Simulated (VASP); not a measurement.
Here is a VASP 6.6.1 calculation.

INCAR

```
PREC = Accurate
ENCUT = 600
EDIFF = 1E-7
ISMEAR = 0
SIGMA = 0.01
LREAL = False
LASPH = True
NELM = 120
ALGO = Normal
ISIF = 3
LWAVE = False
LCHARG = False
GGA = PE
IBRION = 2
NSW = 80
EDIFFG = -0.001
PSTRESS = 40.0
GGA_COMPAT = False
NELMIN = 4
```

KPOINTS

```
Automatic mesh
0
Gamma
  12 12 12
```

POSCAR

```
BN
1.0
    0.0000000000      1.8123386229      1.8123386229
    1.8123386229      0.0000000000      1.8123386229
    1.8123386229      1.8123386229      0.0000000000
B N
1 1
Direct
    0.0000000000      0.0000000000      0.0000000000
    0.7500000000      0.7500000000      0.7500000000
```

Potentials or basis: VASP PAW PBE potentials, release 64 (B, N).

Command:

```bash
$ cat potpaw_PBE.64/B/POTCAR potpaw_PBE.64/N/POTCAR > POTCAR
$ mpirun -np 1 vasp_std > vasp.out
```

Task: Estimate the relaxed volume.

Result: 5.89 Å³/atom.

Task: Estimate the space group after relaxing (to 0.05 Å).

Result: F-43m (No. 216).

Final structure:
```
B N
1.0
     0.00000    1.80594    1.80594
     1.80594    0.00000    1.80594
     1.80594    1.80594    0.00000
B N
1 1
Cartesian
  0.0000 0.0000 0.0000
  2.7089 2.7089 2.7089
```

Caveat: the cell is relaxed towards a set pressure, so the enthalpy falls and the energy may rise.
